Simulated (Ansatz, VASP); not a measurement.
## One calculation of Te, two programs

```xyz
3
Lattice="4.3170 0.0000 0.0000 -2.1585 3.7386 0.0000 0.0000 0.0000 5.9564" Properties=species:S:1:pos:R:3 pbc="T T T"
Te    1.2258    0.0000    1.9855
Te   -0.6129    1.0615    3.9709
Te    1.5456    2.6771    0.0000
```

Alike in both runs: functional PBEsol; k mesh 9 × 9 × 6; occupations fermi-dirac, width 0.05 eV; no spin polarisation.

Ansatz relaxed the structure, and its values are those at the end. VASP's run is a single point on that final structure, the one shown.

|  | VASP | Ansatz |
| --- | --- | --- |
| version | VASP 6.6.1 | Ansatz 0.2.0 |
| potentials or method | VASP PAW PBE potentials, release 64 (Te) | PAW with Ansatz's default frozen-core files, scalar-relativistic |
| plane-wave cutoff (eV) | 520 | 420 |
| valence electrons in the cell | 18 | 48 |

|  | VASP | Ansatz | Ansatz less VASP |
| --- | --- | --- | --- |
| pressure (GPa) | 0.1 | 0.0 | -0.07 |
| rms of the force components (eV/Å) | 0.009 | 0.001 | -0.0082 |

VASP's potentials were made for PBE, not for PBEsol. VASP's potentials hold 18 valence electrons a cell and Ansatz's 48, so a difference there can come from the potentials and not from the codes.

Neither program's run includes spin-orbit coupling.
